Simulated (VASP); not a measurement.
Write the native input for VASP 6.6.1 that does the following.

| Item | Value |
| --- | --- |
| Task | single point |
| Functional | HSE06 |
| Potentials or basis | VASP PAW PBE potentials, release 64 (Ti_sv, S) |
| Cutoff | 400 eV |
| k mesh | 6 × 6 × 4 |
| Occupations | fermi-dirac, width 0.02 eV |
| Spin | no spin polarisation |
| Dipole correction | no |
| Grid for exact exchange (PRECFOCK) | Normal |
| Further INCAR settings | ALGO = Normal; EDIFF = 1e-06; NBANDS = 19 |
| Share of exact exchange | 0.25 |
| Screening parameter | 0.2079 1/Å |

The system is TiS2.

```xyz
3
Lattice="3.3993 0.0000 0.0000 -1.6997 2.9439 0.0000 0.0000 0.0000 5.7198" Properties=species:S:1:pos:R:3 pbc="T T T"
Ti    0.0000    0.0000    0.0000
S     0.0000    1.9626    1.4091
S     1.6997    0.9813    4.3107
```

This cell differs from its parent crystal: strain -0.3%.

One way to write it, as run:

POSCAR

```
TiS2
1.0
    3.3993465478      0.0000000000      0.0000000000
   -1.6996732739      2.9439204666      0.0000000000
    0.0000000000      0.0000000000      5.7197824304
Ti S
1 2
Direct
    0.0000000000      0.0000000000      0.0000000000
    0.3333333333      0.6666666667      0.2463517695
    0.6666666667      0.3333333333      0.7536482305
```

INCAR.step1

```
SYSTEM = TiS2
  PREC = Accurate
  ENCUT = 400
  EDIFF = 1E-5
  ISMEAR = -1
  SIGMA = 0.02
  LREAL = .False.
  LASPH = .True.
  NELM = 120
  ALGO = Normal
  ISIF = 2
  LWAVE = .True.
  LCHARG = .False.
  GGA = PE
  NBANDS = 19
  GGA_COMPAT = .False.
```

INCAR.step2

```
SYSTEM = TiS2
  PREC = Accurate
  ENCUT = 400
  EDIFF = 1E-6
  ISMEAR = -1
  SIGMA = 0.02
  LREAL = .False.
  LASPH = .True.
  NELM = 120
  ALGO = Normal
  ISIF = 2
  LWAVE = .False.
  LCHARG = .False.
  GGA = PE
  LHFCALC = .True.
  HFSCREEN = 0.2079
  PRECFOCK = Normal
  ISTART = 1
  NBANDS = 19
  GGA_COMPAT = .False.
```

KPOINTS

```
Automatic mesh
0
Gamma
  6 6 4
  0 0 0
```

Potentials or basis: VASP PAW PBE potentials, release 64 (Ti_sv, S).

Run with:

```sh
$ cat potpaw_PBE.64/Ti_sv/POTCAR potpaw_PBE.64/S/POTCAR > POTCAR
$ cp INCAR.step1 INCAR
$ mpirun -np 1 vasp_std > vasp.out
$ cp INCAR.step2 INCAR
$ mpirun -np 1 vasp_std > vasp.out
```

It gave:

The pressure is 0.1 GPa, the largest force is 0.236 eV/Å and the band gap on the k mesh is 0.55 eV (least direct gap 1.13 eV).

Caveat: the cell differs from its parent crystal (strain -0.3%); the PAW data sets were made with another functional, which shifts forces and pressure a little; this functional lacks dispersion, which binds layers or chains, so the pressure and a relaxed spacing across them are unreliable.

Run time: 110 min on 1 thread of Intel Xeon 8259CL, with other jobs on the host, peak memory 0.28 GiB.
